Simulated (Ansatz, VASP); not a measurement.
**NaCl: VASP beside Ansatz**

```
Na Cl
1.0
     0.00000    2.83175    2.83175
     2.83175    0.00000    2.83175
     2.83175    2.83175    0.00000
Na Cl
1 1
Direct
  0.84109 0.05297 0.94703
  0.50000 0.50000 0.50000
```

Alike in both runs: task single point; functional PBEsol; k mesh 8 × 8 × 8; occupations gaussian, width 0.05 eV; no spin polarisation.

|  | VASP | Ansatz |
| --- | --- | --- |
| version | VASP 6.6.1 | Ansatz 0.2.0 |
| potentials or method | VASP PAW PBE potentials, release 64 (Na_pv, Cl), cutoff 520 eV | scalar-relativistic, plane waves, PAW |
| valence electrons in the cell | 14 | 16 |

|  | VASP | Ansatz | Ansatz less VASP |
| --- | --- | --- | --- |
| gap on the k mesh at the Fermi level (eV) | 4.92 | 4.93 | +0.006 |
| least direct gap on the mesh (eV) | 4.92 | 4.93 | +0.006 |
| pressure (GPa) | 4.9 | 4.7 | -0.11 |
| traceless stress, the component that is largest in VASP (GPa) | 9.86 | 9.67 | -0.195 |
| rms of the force components (eV/Å) | 1.176 | 1.153 | -0.0237 |

VASP's potentials were made for PBE, not for PBEsol. Atom by atom the forces differ by 0.024 eV/Å (rms over components). VASP's potentials hold 14 valence electrons a cell and Ansatz's 16, so a difference there can come from the potentials and not from the codes.
